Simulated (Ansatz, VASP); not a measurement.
**Si: VASP beside Ansatz**

```
Si
1.0
    -1.52592    1.52592    1.52592
     1.52592   -1.52592    1.52592
     1.52592    1.52592   -1.52592
Si
1
Direct
  0.00000 0.00000 0.00000
```

Change from the starting cell: volume scaled by 0.97, PAW files.

Alike in both runs: task electric field gradients; functional PBE; k mesh 18 × 18 × 18; occupations fermi-dirac, width 0.05 eV; no spin polarisation.

|  | VASP | Ansatz |
| --- | --- | --- |
| version | VASP 6.6.1 | Ansatz 0.2.0 |
| potentials or method | VASP PAW PBE potentials, release 64 (Si) | PAW with Ansatz's default frozen-core files, scalar-relativistic |
| plane-wave cutoff (eV) | 520 | 420 |
| valence electrons in the cell | 4 | 4 |

|  | VASP | Ansatz | Ansatz less VASP |
| --- | --- | --- | --- |
| pressure (GPa) | 3.0 | 3.0 | +0.03 |
